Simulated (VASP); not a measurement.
# BN (P1) in VASP: relaxation of cell and atoms with PBE+D3(BJ)

Aim: the relaxation of cell and atoms of BN with PBE+D3(BJ).

Everything below comes from runs of VASP 6.6.1. Logs are shortened: lines on timing, memory, paths and dates and some standing lists are left out, and cuts for length are marked.

**1. The cell of the first run**

The typed cell holds 2 atoms: a = 2.508 Å, b = 2.508 Å, c = 3.274 Å, α = 101.11°, β = 101.11°, γ = 119.81°.

**2. Relaxation of cell and atoms, PBE+D3(BJ)**

The input, INCAR:

```
SYSTEM = BN
PREC     = Accurate       ! precision mode
ENCUT    = 600            ! plane-wave cutoff, eV
EDIFF    = 1E-7           ! SCF threshold, eV
ISMEAR   = -1             ! smearing method
SIGMA    = 0.02           ! smearing width, eV
LREAL    = .FALSE.        ! projectors in reciprocal space
LASPH    = .TRUE.         ! aspherical terms in the spheres
NELM     = 60             ! most SCF steps
ALGO     = Normal         ! electronic algorithm
ISIF     = 3              ! what is computed and relaxed
LWAVE    = .FALSE.        ! write WAVECAR
LCHARG   = .FALSE.        ! write CHGCAR
GGA      = PE             ! functional
IVDW     = 12             ! dispersion correction
IBRION   = 2              ! ionic algorithm
NSW      = 80             ! ionic steps
EDIFFG   = -0.005         ! ionic threshold
```

The input, KPOINTS:

```
Automatic mesh
0
G
  12 12 8
  0 0 0
```

The input, POSCAR:

```
BN
1.0
    2.5080409239      0.0000000000      0.0000000000
   -1.2467107647      2.1762310413      0.0000000000
   -0.6306650796     -1.0881155206      3.0225400000
B N
1 1
Direct
    0.9796430000      0.9834990000      0.0018060000
    0.6685060000      0.3323850000      0.9849990000
```

Potentials or basis: VASP PAW PBE potentials, release 64 (B, N).

Launch:

```bash
$ cat potpaw_PBE.64/B/POTCAR potpaw_PBE.64/N/POTCAR > POTCAR
$ mpirun -np 1 vasp_std > vasp.out
```

OUTCAR:

```text
SYSTEM = BN
   PREC = Accurate
   ENCUT = 600
   EDIFF = 1E-7
   ISMEAR = -1
   LREAL = .FALSE.
   LASPH = .TRUE.
   NELM = 60
   ISIF = 3
   GGA = PE
   IVDW = 12
   IBRION = 2
   NSW = 80
   EDIFFG = -0.005
 IVDW          = 12

 ion  position               nearest neighbor table
   1  0.980  0.983  0.002-   2 1.40   2 1.43   2 1.52
   2  0.669  0.332  0.985-   1 1.40   1 1.43   1 1.52

  LATTYP: Found a face centered orthorhombic cell.
 ALAT       =     2.5153400000
 B/A-ratio  =     1.7253460765
 C/A-ratio  =     2.4032854405

  Lattice vectors:

 A1 = (  -1.8773758443,   1.0881155207,   3.0225400000)
 A2 = (   0.6306650796,   1.0881155207,   3.0225400000)
 A3 = (  -1.2467107647,   2.1762310413,   0.0000000000)

Analysis of symmetry for initial positions (statically):
=====================================================================
 Subroutine PRICEL returns:
 Original cell was already a primitive cell.

 Routine SETGRP: Setting up the symmetry group for a
 face centered orthorhombic supercell.

 Subroutine GETGRP returns: Found  1 space group operations
 (whereof  1 operations were pure point group operations)
 out of a pool of  8 trial point group operations.

The static configuration has the point symmetry C_1 .

Analysis of symmetry for dynamics (positions and initial velocities):
=====================================================================
 Subroutine PRICEL returns:
 Original cell was already a primitive cell.

 Routine SETGRP: Setting up the symmetry group for a
 face centered orthorhombic supercell.

 Subroutine GETGRP returns: Found  1 space group operations
 (whereof  1 operations were pure point group operations)
 out of a pool of  8 trial point group operations.

The dynamic configuration has the point symmetry C_1 .

 Subroutine INISYM returns: Found  1 space group operations
 (whereof  1 operations are pure point group operations),
 and found     1 'primitive' translations

----------------------------------------------------------------------------------------

                                     Primitive cell

  volume of cell :      16.4973

  direct lattice vectors                    reciprocal lattice vectors
     2.508040924  0.000000000  0.000000000     0.398717577  0.228415773  0.165423783
    -1.246710765  2.176231041  0.000000000     0.000000000  0.459510034  0.165423783
    -0.630665080 -1.088115521  3.022540000     0.000000000  0.000000000  0.330847565

  length of vectors
     2.508040924  2.508040924  3.273756540     0.488379462  0.488379462  0.330847565

  position of ions in fractional coordinates (direct lattice)
     0.979643000  0.983499000  0.001806000
     0.668506000  0.332385000  0.984999000

  ion indices of the primitive-cell ions
   primitive index   ion index
                 1           1
                 2           2

----------------------------------------------------------------------------------------

 KPOINTS: Automatic mesh

Automatic generation of k-mesh.
 Grid dimensions read from file:
 generate k-points for:   12   12    8

 Generating k-lattice:

  Cartesian coordinates                     Fractional coordinates (reciprocal lattice)
     0.033226465  0.019034648  0.013785315     0.083333333 -0.000000000  0.000000000
     0.000000000  0.038292503  0.013785315     0.000000000  0.083333333  0.000000000
     0.000000000  0.000000000  0.041355946     0.000000000  0.000000000  0.125000000

  Length of vectors
     0.040698289  0.040698289  0.041355946

  Shift w.r.t. Gamma in fractional coordinates (k-lattice)
     0.000000000  0.000000000  0.000000000

 -----------------------------------------------------------------------------
|                                                                             |
|           W    W    AA    RRRRR   N    N  II  N    N   GGGG   !!!           |
|           W    W   A  A   R    R  NN   N  II  NN   N  G    G  !!!           |
|           W    W  A    A  R    R  N N  N  II  N N  N  G       !!!           |
|           W WW W  AAAAAA  RRRRR   N  N N  II  N  N N  G  GGG   !            |
|           WW  WW  A    A  R   R   N   NN  II  N   NN  G    G                |
|           W    W  A    A  R    R  N    N  II  N    N   GGGG   !!!           |
|                                                                             |
|     Your reciprocal lattice and k-lattice belong to different lattice       |
|     classes:                                                                |
|                                                                             |
|        The reciprocal lattice is body-centered orthorhombic,                |
|        whereas your k-lattice is base-centered monoclinic.                  |
|                                                                             |
|     Results are often still useful ...                                      |
|                                                                             |
 -----------------------------------------------------------------------------

 WARNING: IBZKPT: internal override: KBLOWUP is changed to .FALSE.
      ... skipping the blow-up phase ...

 Subroutine IBZKPT returns following result:
 ===========================================

 Found    580 irreducible k-points:

 Following reciprocal coordinates:
            Coordinates               Weight
  0.000000  0.000000  0.000000      1.000000
  0.083333  0.000000  0.000000      2.000000
  0.166667  0.000000  0.000000      2.000000
  0.250000  0.000000  0.000000      2.000000
  0.333333  0.000000  0.000000      2.000000
  0.416667  0.000000  0.000000      2.000000
[... 16 lines left out ...]
  0.250000  0.166667 -0.000000      2.000000
  0.333333  0.166667  0.000000      2.000000
 [... further k-points ...]
   k-points           NKPTS =    580   k-points in BZ     NKDIM =    580   number of bands    NBANDS=      8
   number of dos      NEDOS =    301   number of ions     NIONS =      2
   total plane-waves  NPLWV =  11200
   dimension x,y,z NGX =    20 NGY =   20 NGZ =   28
   dimension x,y,z NGXF=    40 NGYF=   40 NGZF=   56
   ions per type =               1   1
   NGX,Y,Z   is equivalent  to a cutoff of  13.26, 13.26, 14.22 a.u.
   NGXF,Y,Z  is equivalent  to a cutoff of  26.51, 26.51, 28.44 a.u.
 SYSTEM =  BN
   PREC   = accura    normal or accurate (medium, high low for compatibility)
   ISTART =      0    job   : 0-new  1-cont  2-samecut
   ICHARG =      2    charge: 1-file 2-atom 10-const
   ISPIN  =      1    spin polarized calculation?
   LNONCOLLINEAR =      F non collinear calculations
   LSORBIT =      F    spin-orbit coupling
   LASPH  =      T    aspherical Exc in radial PAW
   ENCUT  =  600.0 eV  44.10 Ry    6.64 a.u.   5.01  5.01  6.54*2*pi/ulx,y,z
   NELM   =     60;   NELMIN=  2; NELMDL= -5     # of ELM steps
   EDIFF  = 0.1E-06   stopping-criterion for ELM
   LREAL  =      F    real-space projection
   EDIFFG = -.5E-02   stopping-criterion for IOM
   NSW    =     80    number of steps for IOM
   IBRION =      2    ionic relax: 0-MD 1-quasi-New 2-CG
   NFREE  =      1    steps in history (QN), initial steepest desc. (CG)
   ISIF   =      3    stress and relaxation
   ISYM   =      2    0-nonsym 1-usesym 2-fastsym
   POTIM  = 0.5000    time-step for ionic-motion
   TEBEG  =    0.0;   TEEND  =   0.0 temperature during run
   PSTRESS=    0.0 pullay stress
   NELECT =       8.0000    total number of electrons
   NUPDOWN=      -1.0000    fix difference up-down
   EMIN   =  10.00;   EMAX   =-10.00  energy-range for DOS
   EFERMI =   0.00;   METHOD = LEGACY
   ISMEAR =    -1;   SIGMA  =   0.02  broadening in eV -4-tet -1-fermi 0-gaus
   EFERMI_NEDOS =   21; number of points for ismear=-14 and -15
   IALGO  =     38    algorithm
   IMIX   =      4    mixing-type and parameters
     AMIX     =   0.40;   BMIX     =  1.00
     AMIX_MAG =   1.60;   BMIX_MAG =  1.00
  volume/ion in A,a.u.               =       8.25        55.66
  Fermi-wavevector in a.u.,A,eV,Ry     =   1.286178  2.430523 22.507475  1.654253
  Thomas-Fermi vector in A             =   2.418268
   LORBIT       =      0    0 simple, 1 ext, 2 COOP (PROOUT), +10 PAW based schemes
   GGA     = PE    functional components
   LHFCALC =     F    Hartree Fock is set to
   AEXX    =    0.0000 exact exchange contribution
   IVDW    =    12    specifies the selected vdW correction
   LEPSILON=     F    determine dielectric tensor
   LRPA    =     F    only Hartree local field effects (RPA)
 conjugate gradient relaxation of ions
 non-spin polarized calculation
  energy-cutoff  :      600.00
  volume of cell :       16.50
 maximum number of plane-waves:       575
   NGX =  9   NGY =  9   NGZ = 13

--------------------------------------- Ionic step        1  -------------------------------------------

 number of electron       8.0000000 magnetization

 Free energy of the ion-electron system (eV)
  ---------------------------------------------------
  ext. energy  EPLUGINS =         0.00000000
  ---------------------------------------------------
  free energy    TOTEN  =       -17.41031058 eV

  energy without entropy =      -17.41031058  energy(sigma->0) =      -17.41031058

------------------------ aborting loop because EDIFF is reached ----------------------------------------

 Edisp (eV)   -0.31434

 E8    (eV) :    -0.0930
[... 105 lines left out ...]
  FREE ENERGIE OF THE ION-ELECTRON SYSTEM (eV)
  ---------------------------------------------------
  free  energy   TOTEN  =       -17.8257749686 eV

  energy  without entropy=      -17.8257749686  energy(sigma->0) =      -17.82577497

[... ionic steps 4 to 32 ...]

--------------------------------------- Ionic step       33  -------------------------------------------

 number of electron       7.9999999 magnetization

------------------------ aborting loop because EDIFF is reached ----------------------------------------
[... 75 lines left out ...]
--------------------------------------- Ionic step       35  -------------------------------------------

 number of electron       7.9999999 magnetization

 Free energy of the ion-electron system (eV)
  ---------------------------------------------------
  ext. energy  EPLUGINS =         0.00000000
  ---------------------------------------------------
  free energy    TOTEN  =       -17.57396387 eV

  energy without entropy =      -17.57396387  energy(sigma->0) =      -17.57396387

 E-fermi :   2.8034     XC(G=0): -10.0855

 val. band max:        2.4219150161   @ k =   0.3333   0.4167   0.1250
 cond. band min:       6.0223658293   @ k =   0.5000   0.5000   0.5000
 fundamental gap:      3.6004508132
 Fermi energy:         2.8034238752

 k-point     1 :       0.0000    0.0000    0.0000
  band No.  band energies     occupation
      1     -15.5108      2.00000
      2      -1.7962      2.00000
      3       0.9645      2.00000
      4       0.9680      2.00000
      5       7.5294      0.00000
      6      13.8424      0.00000
      7      13.9453      0.00000
      8      15.4192      0.00000
[... 243 lines left out ...]
 k-point    24 :       0.3333    0.1667    0.0000
  band No.  band energies     occupation
      1     -12.3790      2.00000
      2      -5.7638      2.00000
      3      -3.0064      2.00000
      4       1.2005      2.00000
      5       7.6948      0.00000
      6      13.7806      0.00000
      7      15.6383      0.00000
      8      18.2630      0.00000

 [... further k-points ...]

------------------------ aborting loop because EDIFF is reached ----------------------------------------

 Edisp (eV)   -0.28263

 E8    (eV) :    -0.0828
[... 25 lines left out ...]
  FREE ENERGIE OF THE ION-ELECTRON SYSTEM (eV)
  ---------------------------------------------------
  free  energy   TOTEN  =       -17.8565910556 eV

  energy  without entropy=      -17.8565910556  energy(sigma->0) =      -17.85659106

 reached required accuracy - stopping structural energy minimisation
```

It took 12 min on 1 thread of AMD EPYC 9R45 (Zen 5), shared host; peak memory 0.19 GiB.

Results:

```yaml
Free_energy: -17.8566 eV
Relaxed_volume: 9.01 Å³/atom
Relaxed_cell: a = 2.505 Å, b = 2.505 Å, c = 3.543 Å, α = 100.13°, β = 100.26°, γ = 119.93°
Space_group_after_relaxing_to_0.1_Å: Fmm2 (No. 42)
Energy_gained_by_relaxing: 66.0 meV/atom
Ionic_steps: 35
Pressure_after_relaxing: 0.0 GPa
Largest_force_after_relaxing: 0.003 eV/Å
Band_gap_on_the_k_mesh: 3.60 eV (least direct gap 4.53 eV)
Dispersion_energy_per_atom: -0.141 eV
```

Forces in eV/Å, atoms in the order of the input:
```
B    0.001  0.001 -0.003
N   -0.001 -0.001  0.003
```

Step by step:
```
step  energy change (eV)  largest force (eV/Å)  pressure (GPa)  volume (Å³)
   1              0.0000                2.7247            1.66        16.50
   2              0.7961               10.0209           20.26        16.69
   3             -0.1011                0.5742           -0.30        16.55
   4             -0.1011                0.5714           -0.31        16.55
   5             -0.1032                0.9898            4.28        16.53
   6             -0.1123                0.4090            1.98        16.54
   7             -0.1152                0.4379            2.25        16.72
   8             -0.1178                0.1443            2.10        16.65
   9             -0.1207                0.2780            0.27        16.89
  10             -0.1207                0.2673            0.32        16.88
  11             -0.1234                0.1854           -0.04        17.03
  12             -0.1259                0.2878           -0.74        17.35
  13             -0.1283                0.1905           -0.26        17.45
  14             -0.1301                0.2629            0.83        17.68
  15             -0.1314                0.1185            0.82        17.83
  16             -0.1316                0.1103            0.82        17.90
  17             -0.1319                0.0432            0.09        17.97
  18             -0.1319                0.0346            0.15        17.96
  19             -0.1319                0.0162           -0.01        17.97
  20             -0.1319                0.0168           -0.03        17.97
  21             -0.1319                0.0073            0.00        17.97
  22             -0.1319                0.0090            0.02        17.97
  23             -0.1319                0.0038            0.04        17.98
  24             -0.1319                0.0049            0.05        17.98
  25             -0.1319                0.0044            0.04        17.98
  26             -0.1319                0.0097            0.03        17.99
  27             -0.1319                0.0053            0.02        17.99
  28             -0.1319                0.0109            0.00        18.00
  29             -0.1319                0.0078            0.01        18.00
  30             -0.1319                0.0072            0.01        18.00
  31             -0.1319                0.0068            0.00        18.01
  32             -0.1319                0.0109           -0.02        18.03
  33             -0.1319                0.0075            0.00        18.02
  34             -0.1319                0.0080            0.00        18.02
  35             -0.1319                0.0035            0.00        18.02
```

Final structure:
```yaml
crystal:
  lattice:
    - [2.50513, -0.00253, -0.00139]
    - [-1.24751, 2.17224, 0.00176]
    - [-0.63056, -1.08368, 3.31358]
  atoms:
    - { symbol: B, position: [0.99086, 0.99120, 0.99345] }
    - { symbol: N, position: [0.65729, 0.32469, 0.99336] }
```
